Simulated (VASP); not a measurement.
Cu:

```
Cu
1.0
    -1.47326    1.47326    1.38198
     1.47326   -1.47326    1.38198
     2.94652    2.94652    0.00000
Cu
2
Direct
  0.04734 0.83616 0.00000
  0.45266 0.66384 0.50000
```

This cell differs from its parent crystal: mode 1 frozen in at -0.440 Å and mode 5 at -0.161 Å (largest displacements).

Base run:

```yaml
Program: VASP 6.6.1
Functional: PBE
Potentials_or_basis: VASP PAW PBE potentials, release 64 (Cu)
Cutoff: 520 eV
k_mesh: 20 × 20 × 12
Occupations: gaussian, width 0.15 eV
Spin: no spin polarisation
```

Its results: band gap on the k mesh zero (band 11 reaches 11.22 eV, above the bottom of band 12 at 5.48 eV); pressure 4.2 GPa; largest force 0.387 eV/Å.

Question: The run is repeated on the same cell with these changes: further incar settings from ALGO = Fast; EDIFF = 1e-06; NBANDS = 18 to ALGO = Fast; EDIFF = 1e-07; NBANDS = 18. What comes out?

Answer: Band gap on the k mesh zero (band 11 reaches 11.22 eV, above the bottom of band 12 at 5.48 eV); pressure 3.7 GPa; largest force 0.387 eV/Å.
